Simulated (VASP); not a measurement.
A run of VASP 6.6.1 is set up as follows.

The input INCAR:

```
SYSTEM = ZnS
PREC = Accurate ; ENCUT = 500
EDIFF = 1E-6 ; ISMEAR = 0
SIGMA = 0.01 ; LREAL = .FALSE.
LASPH = .TRUE. ; NELM = 120
ALGO = Normal ; ISIF = 2
LWAVE = .FALSE. ; LCHARG = .TRUE.
GGA = CA ; LELF = .TRUE.
LVHAR = .TRUE. ; NBANDS = 16
GGA_COMPAT = .FALSE.
```

Contents of KPOINTS:

```
regular mesh
0
G
  6 6 6
  0 0 0
```

File POSCAR:

```
ZnS
1.0
    0.0000000000      2.6777655107      2.6777655107
    2.6777655107      0.0000000000      2.6777655107
    2.6777655107      2.6777655107      0.0000000000
Zn S
1 1
Direct
    0.2500000000      0.2500000000      0.2500000000
    0.0000000000      0.0000000000      0.0000000000
```

Potentials or basis: VASP PAW LDA potentials, release 64 (Zn, S).

Command:

```sh
$ cat potpaw_LDA.64/Zn/POTCAR potpaw_LDA.64/S/POTCAR > POTCAR
$ mpirun -np 1 vasp_std > vasp.out
```

What does it give for the pressure?

-2.4 GPa.

What does it give for the band gap on the k mesh?

2.01 eV, direct.

**The experiment to reproduce.**

From “Electronic, vibrational, and thermodynamic properties of ZnS (zincblende and rocksalt structure)”, 2009, arxiv:0911.5022, for a bulk crystal of ZnS at 19 K: band gap 3.85 eV (direct).

Against the measured gap of ZnS, 3.85 eV (direct; 19 K; quoted in “Electronic, vibrational, and thermodynamic properties of ZnS (zincblende and rocksalt structure)”, 2009, arxiv:0911.5022), the calculated 2.01 eV is off by -1.84 eV. The value is that of LDA, without temperature or zero-point motion. Semilocal functionals fall short of measured gaps as a rule.
